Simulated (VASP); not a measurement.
# BaTiO3 (Amm2) in VASP: relaxation of shape and atoms at fixed volume with r2SCAN

Aim: the relaxation of shape and atoms at fixed volume of BaTiO3 with r2SCAN.

All numbers are computed with VASP 6.6.1; they aren't measurements. Logs are shortened: lines on timing, memory, paths and dates and some standing lists are left out, and cuts for length are marked.

**1. The cell of the first run**

It takes space group Amm2 (No. 38, orthorhombic). The conventional cell has a = 3.888 Å, b = 5.518 Å, c = 5.524 Å, α = 90.00°, β = 90.00°, γ = 90.00°. Ba (site symmetry mm2) has 12 O at 2.72 to 2.80 Å and 8 Ti at 3.34 to 3.42 Å within 3.6 Å. Within 2.5 Å of Ti (site symmetry mm2) lie 6 O at 1.88 to 2.03 Å. O (site symmetry mm2) has 2 Ti at 1.95 Å within 2.6 Å. O (site symmetry m) has 2 Ti at 1.88 to 2.03 Å within 2.5 Å.

**2. Relaxation of shape and atoms at fixed volume, r2SCAN (11.85 Å³/atom)**

The input, POSCAR:

```
BaTiO3
1.0
    3.8878403084      0.0000000000      0.0000000000
    0.0000000000      2.7591034326      2.7618118088
    0.0000000000     -2.7591034326      2.7618118088
Ba Ti O
1 1 3
Direct
    0.0000000000      0.0029047174      0.0029047174
    0.5000000000      0.5113009111      0.5113009111
    0.0000000000      0.4952508702      0.4952508702
    0.5000000000      0.4957400526      0.9916834488
    0.5000000000      0.9916834488      0.4957400526
```

The input, INCAR.step1:

```
SYSTEM = BaTiO3
PREC = Accurate
ENCUT = 600
ISMEAR = 0
SIGMA = 0.02
LREAL = .False.
LASPH = .True.
NELM = 80
GGA = PE
ALGO = Normal
EDIFF = 1E-4
LWAVE = .True.
LCHARG = .False.
```

The input, INCAR.step2:

```
SYSTEM = BaTiO3
PREC = Accurate
ENCUT = 600
EDIFF = 1E-6
ISMEAR = 0
SIGMA = 0.02
LREAL = .False.
LASPH = .True.
NELM = 80
ALGO = Normal
ISIF = 4
LWAVE = .False.
LCHARG = .False.
METAGGA = R2SCAN
LMIXTAU = .True.
IBRION = 2
NSW = 50
EDIFFG = -0.01
ISTART = 1
```

The input, KPOINTS:

```
regular mesh
0
Gamma
  8 8 8
  0 0 0
```

Potentials or basis: VASP PAW PBE potentials, release 64 (Ba_sv, Ti_sv, O).

On the command line:

```sh
$ cat potpaw_PBE.64/Ba_sv/POTCAR potpaw_PBE.64/Ti_sv/POTCAR potpaw_PBE.64/O/POTCAR > POTCAR
$ cp INCAR.step1 INCAR
$ mpirun -np 1 vasp_std > vasp.out
$ cp INCAR.step2 INCAR
$ mpirun -np 1 vasp_std > vasp.out
```

OUTCAR:

```text
SYSTEM = BaTiO3
   PREC = Accurate
   ENCUT = 600
   EDIFF = 1E-6
   ISMEAR = 0
   LREAL = .False.
   LASPH = .True.
   NELM = 80
   ISIF = 4
   METAGGA = R2SCAN
   IBRION = 2
   NSW = 50
   EDIFFG = -0.01
   ISTART = 1

 ion  position               nearest neighbor table
   1  0.000  0.003  0.003-   3 2.72   4 2.74   5 2.74   4 2.74   5 2.74   3 2.76   3 2.76   5 2.78
                             4 2.78   5 2.78   4 2.78   3 2.80   2 3.34   2 3.34   2 3.38   2 3.38
   2  0.500  0.511  0.511-   4 1.88   5 1.88   3 1.95   3 1.95   5 2.03   4 2.03   1 3.34   1 3.34
                             1 3.38   1 3.38   1 3.38   1 3.38   1 3.42   1 3.42
   3  0.000  0.495  0.495-   2 1.95   2 1.95   1 2.72   1 2.76   1 2.76   1 2.80
   4  0.500  0.496  0.992-   2 1.88   2 2.03   1 2.74   1 2.74   1 2.78   1 2.78
   5  0.500  0.992  0.496-   2 1.88   2 2.03   1 2.74   1 2.74   1 2.78   1 2.78

  LATTYP: Found a base centered orthorhombic cell.
 ALAT       =     5.5182068652
 B/A-ratio  =     1.0009816146
 C/A-ratio  =     0.7045477640

  Lattice vectors:

 A1 = (   0.0000000000,   2.7591034326,  -2.7618118088)
 A2 = (   0.0000000000,   2.7591034326,   2.7618118088)
 A3 = (   3.8878403084,   0.0000000000,   0.0000000000)

Analysis of symmetry for initial positions (statically):
=====================================================================
 Subroutine PRICEL returns:
 Original cell was already a primitive cell.

 Routine SETGRP: Setting up the symmetry group for a
 base centered orthorhombic supercell.

 Subroutine GETGRP returns: Found  4 space group operations
 (whereof  4 operations were pure point group operations)
 out of a pool of  8 trial point group operations.

The static configuration has the point symmetry C_2v.

Analysis of symmetry for dynamics (positions and initial velocities):
=====================================================================
 Subroutine PRICEL returns:
 Original cell was already a primitive cell.

 Routine SETGRP: Setting up the symmetry group for a
 base centered orthorhombic supercell.

 Subroutine GETGRP returns: Found  4 space group operations
 (whereof  4 operations were pure point group operations)
 out of a pool of  8 trial point group operations.

The dynamic configuration has the point symmetry C_2v.

 Subroutine INISYM returns: Found  4 space group operations
 (whereof  4 operations are pure point group operations),
 and found     1 'primitive' translations

----------------------------------------------------------------------------------------

                                     Primitive cell

  volume of cell :      59.2517

  direct lattice vectors                    reciprocal lattice vectors
     3.887840308  0.000000000  0.000000000     0.257212211  0.000000000  0.000000000
     0.000000000  2.759103433  2.761811809     0.000000000  0.181218288  0.181040576
     0.000000000 -2.759103433  2.761811809     0.000000000 -0.181218288  0.181040576

  length of vectors
     3.887840308  3.903877075  3.903877075     0.257212211  0.256155730  0.256155730

  position of ions in fractional coordinates (direct lattice)
     0.000000000  0.002904717  0.002904717
     0.500000000  0.511300911  0.511300911
     0.000000000  0.495250870  0.495250870
     0.500000000  0.495740053  0.991683449
     0.500000000  0.991683449  0.495740053

  ion indices of the primitive-cell ions
   primitive index   ion index
                 1           1
                 2           2
                 3           3
                 4           4
                 5           5

----------------------------------------------------------------------------------------

 KPOINTS: regular mesh

Automatic generation of k-mesh.
 Grid dimensions read from file:
 generate k-points for:    8    8    8

 Generating k-lattice:

  Cartesian coordinates                     Fractional coordinates (reciprocal lattice)
     0.032151526  0.000000000  0.000000000     0.125000000  0.000000000  0.000000000
     0.000000000  0.022652286  0.022630072     0.000000000  0.125000000  0.000000000
     0.000000000 -0.022652286  0.022630072     0.000000000  0.000000000  0.125000000

  Length of vectors
     0.032151526  0.032019466  0.032019466

  Shift w.r.t. Gamma in fractional coordinates (k-lattice)
     0.000000000  0.000000000  0.000000000

 Subroutine IBZKPT returns following result:
 ===========================================

 Found    105 irreducible k-points:

 Following reciprocal coordinates:
            Coordinates               Weight
  0.000000  0.000000  0.000000      1.000000
  0.125000  0.000000  0.000000      2.000000
  0.250000  0.000000  0.000000      2.000000
  0.375000  0.000000  0.000000      2.000000
  0.500000  0.000000  0.000000      1.000000
  0.000000  0.125000  0.000000      4.000000
[... 16 lines left out ...]
  0.250000  0.500000  0.000000      4.000000
  0.375000  0.500000  0.000000      4.000000
 [... further k-points ...]
   k-points           NKPTS =    105   k-points in BZ     NKDIM =    105   number of bands    NBANDS=     24
   number of dos      NEDOS =    301   number of ions     NIONS =      5
   total plane-waves  NPLWV =  32768
   dimension x,y,z NGX =    32 NGY =   32 NGZ =   32
   dimension x,y,z NGXF=    64 NGYF=   64 NGZF=   64
   ions per type =               1   1   3
   NGX,Y,Z   is equivalent  to a cutoff of  13.68, 13.63, 13.63 a.u.
   NGXF,Y,Z  is equivalent  to a cutoff of  27.37, 27.25, 27.25 a.u.
 SYSTEM =  BaTiO3
   PREC   = accura    normal or accurate (medium, high low for compatibility)
   ISTART =      1    job   : 0-new  1-cont  2-samecut
   ICHARG =      0    charge: 1-file 2-atom 10-const
   ISPIN  =      1    spin polarized calculation?
   LNONCOLLINEAR =      F non collinear calculations
   LSORBIT =      F    spin-orbit coupling
   LASPH  =      T    aspherical Exc in radial PAW
   ENCUT  =  600.0 eV  44.10 Ry    6.64 a.u.   7.76  7.80  7.80*2*pi/ulx,y,z
   NELM   =     80;   NELMIN=  2; NELMDL=  0     # of ELM steps
   EDIFF  = 0.1E-05   stopping-criterion for ELM
   LREAL  =      F    real-space projection
   EDIFFG = -.1E-01   stopping-criterion for IOM
   NSW    =     50    number of steps for IOM
   IBRION =      2    ionic relax: 0-MD 1-quasi-New 2-CG
   NFREE  =      1    steps in history (QN), initial steepest desc. (CG)
   ISIF   =      4    stress and relaxation
   ISYM   =      2    0-nonsym 1-usesym 2-fastsym
   POTIM  = 0.5000    time-step for ionic-motion
   TEBEG  =    0.0;   TEEND  =   0.0 temperature during run
   PSTRESS=    0.0 pullay stress
   NELECT =      40.0000    total number of electrons
   NUPDOWN=      -1.0000    fix difference up-down
   EMIN   =  10.00;   EMAX   =-10.00  energy-range for DOS
   EFERMI =   0.00;   METHOD = LEGACY
   ISMEAR =     0;   SIGMA  =   0.02  broadening in eV -4-tet -1-fermi 0-gaus
   EFERMI_NEDOS =   21; number of points for ismear=-14 and -15
   IALGO  =     38    algorithm
   IMIX   =      4    mixing-type and parameters
     AMIX     =   0.40;   BMIX     =  1.00
     AMIX_MAG =   1.60;   BMIX_MAG =  1.00
  volume/ion in A,a.u.               =      11.85        79.97
  Fermi-wavevector in a.u.,A,eV,Ry     =   1.436133  2.713898 28.061718  2.062478
  Thomas-Fermi vector in A             =   2.555355
   LORBIT       =      0    0 simple, 1 ext, 2 COOP (PROOUT), +10 PAW based schemes
   METAGGA = R2SCAN    functional components
   LHFCALC =     F    Hartree Fock is set to
   AEXX    =    0.0000 exact exchange contribution
   IVDW    =     0    specifies the selected vdW correction
   LEPSILON=     F    determine dielectric tensor
   LRPA    =     F    only Hartree local field effects (RPA)
 conjugate gradient relaxation of ions
 non-spin polarized calculation
 Gauss-broadening in eV      SIGMA  =   0.02
  energy-cutoff  :      600.00
  volume of cell :       59.25
 maximum number of plane-waves:      2000
 NGX is ok and might be reduce to    32
   NGX = 15   NGY = 15   NGZ = 15

--------------------------------------- Ionic step        1  -------------------------------------------

 number of electron      40.0000004 magnetization

 Free energy of the ion-electron system (eV)
  ---------------------------------------------------
  ext. energy  EPLUGINS =         0.00000000
  ---------------------------------------------------
  free energy    TOTEN  =       -73.95501265 eV

  energy without entropy =      -73.95501265  energy(sigma->0) =      -73.95501265

------------------------ aborting loop because EDIFF is reached ----------------------------------------

  FORCE on cell =-STRESS in cart. coord.  units (eV):
  Direction    XX          YY          ZZ          XY          YZ          ZX
  --------------------------------------------------------------------------------------
  -------------------------------------------------------------------------------------
  Total        6.9510868      6.9773315      6.9295368      0.0000000      0.0000000      0.0000000
  in kB      187.9588663    188.6685297    187.3761486      0.0000000      0.0000000      0.0000000
  external PRESSURE =     188.0011816 kB  Pullay stress =       0.0000000 kB
[... 98 lines left out ...]
  FREE ENERGIE OF THE ION-ELECTRON SYSTEM (eV)
  ---------------------------------------------------
  free  energy   TOTEN  =       -73.9624446407 eV

  energy  without entropy=      -73.9624446407  energy(sigma->0) =      -73.96244464

[... ionic steps 4 to 7 ...]

--------------------------------------- Ionic step        8  -------------------------------------------

 number of electron      39.9999982 magnetization

------------------------ aborting loop because EDIFF is reached ----------------------------------------
[... 73 lines left out ...]
--------------------------------------- Ionic step       10  -------------------------------------------

 number of electron      39.9999982 magnetization

 Free energy of the ion-electron system (eV)
  ---------------------------------------------------
  ext. energy  EPLUGINS =         0.00000000
  ---------------------------------------------------
  free energy    TOTEN  =       -73.96768739 eV

  energy without entropy =      -73.96768739  energy(sigma->0) =      -73.96768739

 E-fermi :   4.3100     XC(G=0): -12.3743

 val. band max:        4.1619536155   @ k =   0.5000   0.5000   0.5000
 cond. band min:       6.4811032284   @ k =   0.0000   0.0000   0.0000
 fundamental gap:      2.3191496129
 Fermi energy:         4.3099733398

 k-point     1 :       0.0000    0.0000    0.0000
  band No.  band energies     occupation
      1     -54.3400      2.00000
      2     -29.5516      2.00000
      3     -29.5516      2.00000
      4     -29.5515      2.00000
      5     -21.1536      2.00000
      6     -13.8546      2.00000
[... 637 lines left out ...]
     23       8.8229      0.00000
     24       9.9248      0.00000

 [... further k-points ...]

------------------------ aborting loop because EDIFF is reached ----------------------------------------

  FORCE on cell =-STRESS in cart. coord.  units (eV):
  Direction    XX          YY          ZZ          XY          YZ          ZX
  --------------------------------------------------------------------------------------
  -------------------------------------------------------------------------------------
  Total        6.6124182      6.6256257      6.6216956      0.0000000      0.0000000      0.0000000
  in kB      178.8011942    179.1583284    179.0520581      0.0000000      0.0000000      0.0000000
  external PRESSURE =     179.0038602 kB  Pullay stress =       0.0000000 kB
[... 20 lines left out ...]
  FREE ENERGIE OF THE ION-ELECTRON SYSTEM (eV)
  ---------------------------------------------------
  free  energy   TOTEN  =       -73.9676873935 eV

  energy  without entropy=      -73.9676873935  energy(sigma->0) =      -73.96768739

 reached required accuracy - stopping structural energy minimisation
```

It took 58 min on 1 thread of Oxide Virtual Turin-like, shared host; peak memory 0.31 GiB.

Results:

```
Free energy                  : -73.9677 eV
Energy gained by relaxing    : 2.5 meV/atom
Ionic steps                  : 10
Pressure after relaxing      : 17.9 GPa
Largest force after relaxing : 0.007 eV/Å
Band gap on the k mesh       : 2.32 eV (least direct gap 2.39 eV)
```

Forces on the atoms (eV/Å):
```
Ba   0.000  0.000 -0.005
Ti   0.000  0.000 -0.006
O    0.000  0.000  0.007
O    0.000  0.006  0.002
O    0.000 -0.006  0.002
```

The path:
```
step  energy change (eV)  largest force (eV/Å)  pressure (GPa)  volume (Å³)
   1              0.0000                0.2712           18.80        59.25
   2             -0.0059                0.1619           18.37        59.25
   3             -0.0074                0.1419           18.08        59.25
   4             -0.0107                0.0894           17.99        59.25
   5             -0.0118                0.0368           17.93        59.25
   6             -0.0126                0.0291           17.91        59.25
   7             -0.0126                0.0268           17.91        59.25
   8             -0.0126                0.0117           17.90        59.25
   9             -0.0127                0.0114           17.90        59.25
  10             -0.0127                0.0075           17.90        59.25
```

Final structure:
```yaml
crystal:
  lattice:
    - [3.89875, 0.00000, 0.00000]
    - [0.00000, 2.75654, 2.75664]
    - [0.00000, -2.75654, 2.75664]
  atoms:
    - { symbol: Ba, position: [0.00000, 0.99958, 0.99958] }
    - { symbol: Ti, position: [0.50000, 0.49991, 0.49991] }
    - { symbol: O, position: [0.00000, 0.49910, 0.49910] }
    - { symbol: O, position: [0.50000, 0.49910, 0.99919] }
    - { symbol: O, position: [0.50000, 0.99919, 0.49910] }
```

Levels at points of the mesh, in eV from the valence-band top:
| k point | band 16 | band 17 | band 18 | band 19 | band 20 | band 21 | band 22 | band 23 | band 24 |
| --- | --- | --- | --- | --- | --- | --- | --- | --- | --- |
| (0.00, 0.00, 0.00) | -1.26 | -1.26 | -0.07 | -0.07 | -0.07 | 2.32 | 2.32 | 2.32 | 4.76 |
| (0.50, 0.00, 0.00) | -2.03 | -1.91 | -1.91 | -0.74 | -0.74 | 2.51 | 4.29 | 4.29 | 4.78 |
| (0.00, 0.50, 0.00) | -2.03 | -1.92 | -1.91 | -0.74 | -0.74 | 2.51 | 4.29 | 4.29 | 4.78 |
| (0.50, 0.50, 0.00) | -2.98 | -1.74 | -0.83 | -0.83 | -0.10 | 4.31 | 4.31 | 4.78 | 5.81 |
| (0.00, 0.50, 0.50) | -2.98 | -1.74 | -0.82 | -0.82 | -0.10 | 4.31 | 4.31 | 4.78 | 5.81 |
| (0.50, 0.50, 0.50) | -2.36 | -2.36 | 0.00 | 0.00 | 0.00 | 5.09 | 5.09 | 5.09 | 7.80 |

Caveat: the PAW data sets were made with another functional, which shifts forces and pressure a little; spin-orbit coupling is left out, which moves the levels of the heavy elements.
